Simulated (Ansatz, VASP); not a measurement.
**KBr: VASP beside Ansatz**

```
CELL_PARAMETERS angstrom
0.00000 3.29250 3.29250
3.29250 0.00000 3.29250
3.29250 3.29250 0.00000
ATOMIC_POSITIONS crystal
K 0.00000 0.00000 0.00000
Br 0.50000 0.50000 0.50000
```

Alike in both runs: task single point; functional PBE; k mesh 6 × 6 × 6; occupations fermi-dirac, width 0.01 eV; no spin polarisation.

```csv
,VASP,Ansatz
version,VASP 6.6.1,Ansatz 0.2.0
potentials or method,"VASP PAW PBE potentials, release 64 (K_sv, Br), cutoff 520 eV","all-electron LAPW, scalar-relativistic"
```

Ansatz gave:

- gap on the k mesh at the Fermi level (eV): 4.45
- pressure (GPa): 0.8

Problem. What did VASP give for the same quantities?

Solution. gap on the k mesh at the Fermi level (eV): 4.45; pressure (GPa): 0.9.

Ansatz ran all-electron here, and VASP with PAW potentials.
